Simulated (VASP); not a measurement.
Here is a VASP 6.6.1 calculation.

The input INCAR:

```
PREC = Accurate
ENCUT = 700
EDIFF = 1E-6
ISMEAR = 0
SIGMA = 0.01
LREAL = F
LASPH = T
NELM = 120
ALGO = Normal
ISIF = 2
LWAVE = F
LCHARG = F
GGA = PS
NBANDS = 24
GGA_COMPAT = F
```

The input KPOINTS:

```
Automatic mesh
0
Gamma
  6 6 6
```

File POSCAR:

```
CdF2
1.0
    0.0000000000      2.6838709449      2.6838709449
    2.6838709449      0.0000000000      2.6838709449
    2.6838709449      2.6838709449      0.0000000000
Cd F
1 2
Direct
    0.0000000000      0.0000000000      0.0000000000
    0.2500000000      0.2500000000      0.2500000000
    0.7500000000      0.7500000000      0.7500000000
```

Potentials or basis: VASP PAW PBE potentials, release 64 (Cd_sv_GW, F).

Run with:

```console
$ cat potpaw_PBE.64/Cd_sv_GW/POTCAR potpaw_PBE.64/F/POTCAR > POTCAR
$ mpirun -np 1 vasp_std > vasp.out
```

(1) What does it give for the band gap on the k mesh?

(2) Predict the pressure.

Results:

(1) 2.98 eV (least direct gap 3.44 eV).

(2) 0.6 GPa.

Caveat: the PAW data sets were made with another functional, which shifts forces and pressure a little.
